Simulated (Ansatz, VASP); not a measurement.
## One calculation of HfSc2O3, two programs

```
Hf Sc O
1.0
     3.09800    0.00000    0.00000
    -1.54900    2.68295    0.00000
     0.00000    0.00000    8.27621
Hf Sc O
1 2 3
Direct
  0.00000 0.00000 0.00000
  0.33333 0.66667 0.65769
  0.66667 0.33333 0.34231
  0.33333 0.66667 0.18783
  0.66667 0.33333 0.81217
  0.00000 0.00000 0.50000
```

Change from the starting cell: species swapped into the Mg2ZnO3 type (P-3m1, No. 164).

Alike in both runs: functional PBE; k mesh 12 × 12 × 6; occupations gaussian, width 0.1 eV; no spin polarisation.

Ansatz relaxed the structure, and its values are those at the end. VASP's run is a single point on that final structure, the one shown.

|  | VASP | Ansatz |
| --- | --- | --- |
| version | VASP 6.6.1 | Ansatz 0.2.0 |
| potentials or method | VASP PAW PBE potentials, release 64 (Hf_pv, Sc_sv, O), cutoff 520 eV | scalar-relativistic, plane waves, PAW |
| valence electrons in the cell | 50 | 66 |

Ansatz gave:

- gap on the k mesh at the Fermi level (eV): none
- pressure (GPa): 0.0
- rms of the force components (eV/Å): 0.000

Q: Which values does VASP return?

A: gap on the k mesh at the Fermi level (eV): none; pressure (GPa): -0.1; rms of the force components (eV/Å): 0.059.

A gap of «none» marks a metal or a gap that the smearing closes. With one functional, cell and mesh, what is left measures potentials, basis and numerics. VASP's potentials hold 50 valence electrons a cell and Ansatz's 66, so a difference there can come from the potentials and not from the codes.

Neither program's run includes spin-orbit coupling.
